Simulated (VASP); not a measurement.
Input of a VASP 6.6.1 run:

INCAR

```
SYSTEM = Sb
  PREC = Accurate
  ENCUT = 520
  EDIFF = 1E-6
  ISMEAR = 0
  SIGMA = 0.15
  LREAL = .False.
  LASPH = .True.
  NELM = 80
  ALGO = Normal
  ISIF = 2
  LWAVE = .False.
  LCHARG = .True.
  GGA = PE
  IVDW = 12
  LELF = .True.
  LVHAR = .True.
  NBANDS = 12
```

File KPOINTS:

```
Automatic mesh
0
Gamma
  18 18 10
  0 0 0
```

The input POSCAR:

```
Sb
1.0
    3.4700701849      0.0000000000      0.0000000000
   -1.7350350925      3.0051689330      0.0000000000
    0.0000000000      0.0000000000      5.2500500000
Sb
2
Direct
    0.3333333333      0.6666666667      0.2500000000
    0.6666666667      0.3333333333      0.7500000000
```

Potentials or basis: VASP PAW PBE potentials, release 64 (Sb).

Command:

```bash
$ cat potpaw_PBE.64/Sb/POTCAR > POTCAR
$ mpirun -np 1 vasp_std > vasp.out
```

Task: What does it give for the pressure?

Result: -2.9 GPa.

Task: Predict the band gap on the k mesh.

Result: Zero (bands 5 and 6 overlap by 6.72 eV).

Stress tensor (GPa, compression positive):
```
-2.86  0.00  0.00
 0.00 -2.86  0.00
 0.00  0.00 -3.09
```

Caveat: the cell differs from its parent crystal (strain +0.030 along x and y, -0.015 along z); spin-orbit coupling is left out, which moves the levels of the heavy elements.
